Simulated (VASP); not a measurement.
# Cd3O2 (P4/mmm) in VASP: single point with PBE

Aim: the single point of Cd3O2 with PBE.

All numbers are computed with VASP 6.6.1; they aren't measurements. Logs are shortened: lines on timing, memory, paths and dates and some standing lists are left out, and cuts for length are marked.

### 1 The cell of the first run

The structure is tetragonal, space group P4/mmm (No. 123). The conventional cell has a = 3.174 Å, b = 3.174 Å, c = 10.550 Å, α = 90.00°, β = 90.00°, γ = 90.00°. Within 2.7 Å of Cd (site symmetry 4mm) lie 1 O at 2.02 Å. Within 3.0 Å of Cd (site symmetry 4/mmm) lie 4 O at 2.24 Å. Within 2.7 Å of O (site symmetry 4/mmm) lie 2 Cd at 2.02 Å. O (site symmetry 4/mmm) has 4 Cd at 2.24 Å within 3.0 Å.

### 2 Single point, PBE

INCAR reads:

```
  ALGO = Normal
  EDIFF = 1E-6
  ENCUT = 600
  GGA = PE
  GGA_COMPAT = False
  ISIF = 2
  ISMEAR = 0
  LASPH = True
  LCHARG = False
  LREAL = False
  LWAVE = False
  NBANDS = 32
  NELM = 120
  PREC = Accurate
  SIGMA = 0.2
```

KPOINTS reads:

```
k-points
0
Gamma
  4 4 3
```

POSCAR reads:

```
Cd3O2
1.0
    3.1741668322      0.0000000000      0.0000000000
    0.0000000000      3.1741668322      0.0000000000
    0.0000000000      0.0000000000     10.5495431130
Cd O
3 2
Direct
    0.5000000000      0.5000000000      0.8087360846
    0.5000000000      0.5000000000      0.1912639154
    0.5000000000      0.5000000000      0.5000000000
    0.5000000000      0.5000000000      0.0000000000
    0.0000000000      0.0000000000      0.5000000000
```

Potentials or basis: VASP PAW PBE potentials, release 64 (Cd, O).

The run is started by

```bash
$ cat potpaw_PBE.64/Cd/POTCAR potpaw_PBE.64/O/POTCAR > POTCAR
$ mpirun -np 1 vasp_std > vasp.out
```

OUTCAR:

```text
EDIFF = 1E-6
   ENCUT = 600
   GGA = PE
   ISIF = 2
   ISMEAR = 0
   LASPH = True
   LREAL = False
   NELM = 120
   PREC = Accurate

 ion  position               nearest neighbor table
   1  0.500  0.500  0.809-   4 2.02   3 3.26
   2  0.500  0.500  0.191-   4 2.02   3 3.26
   3  0.500  0.500  0.500-   5 2.24   5 2.24   5 2.24   5 2.24   1 3.26   2 3.26
   4  0.500  0.500  0.000-   1 2.02   2 2.02
   5  0.000  0.000  0.500-   3 2.24   3 2.24   3 2.24   3 2.24

  LATTYP: Found a simple tetragonal cell.
 ALAT       =     3.1741668322
 C/A-ratio  =     3.3235628972

  Lattice vectors:

 A1 = (   3.1741668322,   0.0000000000,   0.0000000000)
 A2 = (   0.0000000000,   3.1741668322,   0.0000000000)
 A3 = (   0.0000000000,   0.0000000000,  10.5495431130)

Analysis of symmetry for initial positions (statically):
=====================================================================
 Subroutine PRICEL returns:
 Original cell was already a primitive cell.

 Routine SETGRP: Setting up the symmetry group for a
 simple tetragonal supercell.

 Subroutine GETGRP returns: Found 16 space group operations
 (whereof 16 operations were pure point group operations)
 out of a pool of 16 trial point group operations.

The static configuration has the point symmetry D_4h.

Analysis of symmetry for dynamics (positions and initial velocities):
=====================================================================
 Subroutine PRICEL returns:
 Original cell was already a primitive cell.

 Routine SETGRP: Setting up the symmetry group for a
 simple tetragonal supercell.

 Subroutine GETGRP returns: Found 16 space group operations
 (whereof 16 operations were pure point group operations)
 out of a pool of 16 trial point group operations.

The dynamic configuration has the point symmetry D_4h.

 Subroutine INISYM returns: Found 16 space group operations
 (whereof 16 operations are pure point group operations),
 and found     1 'primitive' translations

----------------------------------------------------------------------------------------

                                     Primitive cell

  volume of cell :     106.2902

  direct lattice vectors                    reciprocal lattice vectors
     3.174166832  0.000000000  0.000000000     0.315043302  0.000000000  0.000000000
     0.000000000  3.174166832  0.000000000     0.000000000  0.315043302  0.000000000
     0.000000000  0.000000000 10.549543113     0.000000000  0.000000000  0.094790835

  length of vectors
     3.174166832  3.174166832 10.549543113     0.315043302  0.315043302  0.094790835

  position of ions in fractional coordinates (direct lattice)
     0.500000000  0.500000000  0.808736085
     0.500000000  0.500000000  0.191263915
     0.500000000  0.500000000  0.500000000
     0.500000000  0.500000000  0.000000000
     0.000000000  0.000000000  0.500000000

  ion indices of the primitive-cell ions
   primitive index   ion index
                 1           1
                 2           2
                 3           3
                 4           4
                 5           5

----------------------------------------------------------------------------------------

 KPOINTS: k-points

Automatic generation of k-mesh.
 Grid dimensions read from file:
 generate k-points for:    4    4    3

 Generating k-lattice:

  Cartesian coordinates                     Fractional coordinates (reciprocal lattice)
     0.078760826  0.000000000  0.000000000     0.250000000  0.000000000  0.000000000
     0.000000000  0.078760826  0.000000000     0.000000000  0.250000000  0.000000000
     0.000000000  0.000000000  0.031596945     0.000000000  0.000000000  0.333333333

  Length of vectors
     0.078760826  0.078760826  0.031596945

  Shift w.r.t. Gamma in fractional coordinates (k-lattice)
     0.000000000  0.000000000  0.000000000

 Subroutine IBZKPT returns following result:
 ===========================================

 Found     12 irreducible k-points:

 Following reciprocal coordinates:
            Coordinates               Weight
  0.000000  0.000000  0.000000      1.000000
  0.250000  0.000000  0.000000      4.000000
  0.500000  0.000000  0.000000      2.000000
  0.250000  0.250000  0.000000      4.000000
  0.500000  0.250000  0.000000      4.000000
  0.500000  0.500000  0.000000      1.000000
  0.000000  0.000000  0.333333      2.000000
  0.250000  0.000000  0.333333      8.000000
  0.500000  0.000000  0.333333      4.000000
  0.250000  0.250000  0.333333      8.000000
  0.500000  0.250000  0.333333      8.000000
  0.500000  0.500000  0.333333      2.000000
   k-points           NKPTS =     12   k-points in BZ     NKDIM =     12   number of bands    NBANDS=     32
   number of dos      NEDOS =    301   number of ions     NIONS =      5
   total plane-waves  NPLWV =  65856
   dimension x,y,z NGX =    28 NGY =   28 NGZ =   84
   dimension x,y,z NGXF=    56 NGYF=   56 NGZF=  168
   ions per type =               3   2
   NGX,Y,Z   is equivalent  to a cutoff of  14.66, 14.66, 13.24 a.u.
   NGXF,Y,Z  is equivalent  to a cutoff of  29.33, 29.33, 26.47 a.u.
 SYSTEM =  unknown system
   PREC   = accura    normal or accurate (medium, high low for compatibility)
   ISTART =      0    job   : 0-new  1-cont  2-samecut
   ICHARG =      2    charge: 1-file 2-atom 10-const
   ISPIN  =      1    spin polarized calculation?
   LNONCOLLINEAR =      F non collinear calculations
   LSORBIT =      F    spin-orbit coupling
   LASPH  =      T    aspherical Exc in radial PAW
   ENCUT  =  600.0 eV  44.10 Ry    6.64 a.u.   6.34  6.34 21.07*2*pi/ulx,y,z
   NELM   =    120;   NELMIN=  2; NELMDL= -5     # of ELM steps
   EDIFF  = 0.1E-05   stopping-criterion for ELM
   LREAL  =      F    real-space projection
   EDIFFG = 0.1E-04   stopping-criterion for IOM
   NSW    =      0    number of steps for IOM
   IBRION =     -1    ionic relax: 0-MD 1-quasi-New 2-CG
   NFREE  =      0    steps in history (QN), initial steepest desc. (CG)
   ISIF   =      2    stress and relaxation
   ISYM   =      2    0-nonsym 1-usesym 2-fastsym
   POTIM  = 0.5000    time-step for ionic-motion
   TEBEG  =    0.0;   TEEND  =   0.0 temperature during run
   PSTRESS=    0.0 pullay stress
   NELECT =      48.0000    total number of electrons
   NUPDOWN=      -1.0000    fix difference up-down
   EMIN   =  10.00;   EMAX   =-10.00  energy-range for DOS
   EFERMI =   0.00;   METHOD = LEGACY
   ISMEAR =     0;   SIGMA  =   0.20  broadening in eV -4-tet -1-fermi 0-gaus
   EFERMI_NEDOS =   21; number of points for ismear=-14 and -15
   IALGO  =     38    algorithm
   IMIX   =      4    mixing-type and parameters
     AMIX     =   0.40;   BMIX     =  1.00
     AMIX_MAG =   1.60;   BMIX_MAG =  1.00
  volume/ion in A,a.u.               =      21.26       143.46
  Fermi-wavevector in a.u.,A,eV,Ry     =   1.256004  2.373503 21.463801  1.577545
  Thomas-Fermi vector in A             =   2.389733
   LORBIT       =      0    0 simple, 1 ext, 2 COOP (PROOUT), +10 PAW based schemes
   GGA     = PE    functional components
   LHFCALC =     F    Hartree Fock is set to
   AEXX    =    0.0000 exact exchange contribution
   IVDW    =     0    specifies the selected vdW correction
   LEPSILON=     F    determine dielectric tensor
   LRPA    =     F    only Hartree local field effects (RPA)
 non-spin polarized calculation
 Gauss-broadening in eV      SIGMA  =   0.20
  energy-cutoff  :      600.00
  volume of cell :      106.29
 maximum number of plane-waves:      3564
 NGX is ok and might be reduce to    28
   NGX = 13   NGY = 13   NGZ = 43

 number of electron      47.9999991 magnetization

 Free energy of the ion-electron system (eV)
  ---------------------------------------------------
  ext. energy  EPLUGINS =         0.00000000
  ---------------------------------------------------
  free energy    TOTEN  =       -12.73193955 eV

  energy without entropy =      -12.64691085  energy(sigma->0) =      -12.68942520

 E-fermi :   0.2608     XC(G=0):  -9.3884

 val. band max:        0.2382922221   @ k =   0.2500   0.2500   0.3333
 cond. band min:       0.2740365718   @ k =   0.5000   0.0000   0.0000
 fundamental gap:      0.0357443498
 Fermi energy:         0.2608223363

 k-point     1 :       0.0000    0.0000    0.0000
  band No.  band energies     occupation
      1     -17.1887      2.00000
      2     -16.3833      2.00000
      3      -8.5377      2.00000
      4      -8.3999      2.00000
      5      -8.3955      2.00000
      6      -7.8416      2.00000
[... 24 lines left out ...]
     31      10.8547      0.00000
     32      11.1064      0.00000

 k-point     2 :       0.2500    0.0000    0.0000
  band No.  band energies     occupation
      1     -16.9140      2.00000
      2     -16.2905      2.00000
      3      -8.4854      2.00000
      4      -8.2306      2.00000
      5      -8.1479      2.00000
      6      -7.8540      2.00000
[... 24 lines left out ...]
     31       9.8282      0.00000
     32      10.0650      0.00000

 k-point     3 :       0.5000    0.0000    0.0000
  band No.  band energies     occupation
      1     -16.6089      2.00000
      2     -16.1946      2.00000
      3      -8.4513      2.00000
      4      -8.2522      2.00000
      5      -8.1176      2.00000
      6      -8.0116      2.00000
[... 24 lines left out ...]
     31       9.0298      0.00000
     32       9.3401      0.00000

 k-point     4 :       0.2500    0.2500    0.0000
  band No.  band energies     occupation
      1     -16.8023      2.00000
      2     -16.2032      2.00000
      3      -8.3814      2.00000
      4      -7.9073      2.00000
      5      -7.9039      2.00000
      6      -7.8597      2.00000
[... 24 lines left out ...]
     31       7.7155      0.00000
     32       8.2619      0.00000

 k-point     5 :       0.5000    0.2500    0.0000
  band No.  band energies     occupation
      1     -16.6915      2.00000
      2     -16.1132      2.00000
      3      -8.3275      2.00000
      4      -8.0003      2.00000
      5      -7.9980      2.00000
      6      -7.9761      2.00000
[... 24 lines left out ...]
     31       8.9680      0.00000
     32       9.3190      0.00000

 k-point     6 :       0.5000    0.5000    0.0000
  band No.  band energies     occupation
      1     -16.7715      2.00000
      2     -16.0293      2.00000
      3      -8.2590      2.00000
      4      -8.1997      2.00000
      5      -8.1945      2.00000
      6      -7.9386      2.00000
[... 24 lines left out ...]
     31       7.1230      0.00000
     32       7.8196      0.00000

 k-point     7 :       0.0000    0.0000    0.3333
  band No.  band energies     occupation
      1     -17.1886      2.00000
      2     -16.3834      2.00000
      3      -8.5609      2.00000
      4      -8.3996      2.00000
      5      -8.3960      2.00000
      6      -7.8098      2.00000
[... 24 lines left out ...]
     31      10.7866      0.00000
     32      11.1886      0.00000

 k-point     8 :       0.2500    0.0000    0.3333
  band No.  band energies     occupation
      1     -16.9140      2.00000
      2     -16.2905      2.00000
      3      -8.5088      2.00000
      4      -8.2292      2.00000
      5      -8.1558      2.00000
      6      -7.8488      2.00000
[... 24 lines left out ...]
     31       9.2192      0.00000
     32      10.0019      0.00000

 k-point     9 :       0.5000    0.0000    0.3333
  band No.  band energies     occupation
      1     -16.6089      2.00000
      2     -16.1946      2.00000
      3      -8.4787      2.00000
      4      -8.2314      2.00000
      5      -8.1240      2.00000
      6      -8.0504      2.00000
[... 24 lines left out ...]
     31       8.9242      0.00000
     32      10.1489      0.00000

 k-point    10 :       0.2500    0.2500    0.3333
  band No.  band energies     occupation
      1     -16.8023      2.00000
      2     -16.2032      2.00000
      3      -8.4139      2.00000
      4      -7.9074      2.00000
      5      -7.9036      2.00000
      6      -7.8441      2.00000
[... 24 lines left out ...]
     31       7.6688      0.00000
     32       8.4801      0.00000

 k-point    11 :       0.5000    0.2500    0.3333
  band No.  band energies     occupation
      1     -16.6915      2.00000
      2     -16.1131      2.00000
      3      -8.3614      2.00000
      4      -8.0042      2.00000
      5      -7.9995      2.00000
      6      -7.9944      2.00000
[... 24 lines left out ...]
     31       8.9555      0.00000
     32       9.1679      0.00000

 k-point    12 :       0.5000    0.5000    0.3333
  band No.  band energies     occupation
      1     -16.7715      2.00000
      2     -16.0293      2.00000
      3      -8.2951      2.00000
      4      -8.2004      2.00000
      5      -8.1938      2.00000
      6      -7.9542      2.00000
[... 24 lines left out ...]
     31       7.2218      0.00000
     32       7.6360      0.00000

------------------------ aborting loop because EDIFF is reached ----------------------------------------

  FORCE on cell =-STRESS in cart. coord.  units (eV):
  Direction    XX          YY          ZZ          XY          YZ          ZX
  --------------------------------------------------------------------------------------
  -------------------------------------------------------------------------------------
  Total        0.2920621      0.2920621      1.3234442      0.0000000      0.0000000      0.0000000
  in kB        4.4024312      4.4024312     19.9490891      0.0000000      0.0000000      0.0000000
  external PRESSURE =       9.5846505 kB  Pullay stress =       0.0000000 kB

 VOLUME and BASIS-vectors are now :
 -----------------------------------------------------------------------------
  energy-cutoff  :      600.00
  volume of cell :      106.29
      direct lattice vectors                 reciprocal lattice vectors
     3.174166832  0.000000000  0.000000000     0.315043302  0.000000000  0.000000000
     0.000000000  3.174166832  0.000000000     0.000000000  0.315043302  0.000000000
     0.000000000  0.000000000 10.549543113     0.000000000  0.000000000  0.094790835

 POSITION                                       TOTAL-FORCE (eV/Angst)
 -----------------------------------------------------------------------------------
      1.58708      1.58708      8.53180         0.000000      0.000000     -0.248847
      1.58708      1.58708      2.01775         0.000000     -0.000000      0.248847
      1.58708      1.58708      5.27477         0.000000     -0.000000      0.000000
      1.58708      1.58708      0.00000         0.000000     -0.000000      0.000000
      0.00000      0.00000      5.27477         0.000000     -0.000000      0.000000
 -----------------------------------------------------------------------------------
    total drift:                                0.000000      0.000000      0.000000

  FREE ENERGIE OF THE ION-ELECTRON SYSTEM (eV)
  ---------------------------------------------------
  free  energy   TOTEN  =       -12.7319395493 eV

  energy  without entropy=      -12.6469108522  energy(sigma->0) =      -12.68942520
```

It took 36 s on 1 thread of Intel Xeon 6975P-C (Granite Rapids), shared host; peak memory 0.25 GiB.

Results:

```
Free energy            : -12.7319 eV
Pressure               : 1.0 GPa
Largest force          : 0.249 eV/Å
Band gap on the k mesh : zero (band 24 reaches 2.06 eV, above the bottom of band 25 at 0.05 eV)
```

Forces on the atoms (eV/Å):
```
Cd   0.000  0.000 -0.249
Cd   0.000  0.000  0.249
Cd   0.000  0.000  0.000
O    0.000  0.000  0.000
O    0.000  0.000  0.000
```

Caveat: the k points lie up to 0.49 Å⁻¹ apart.
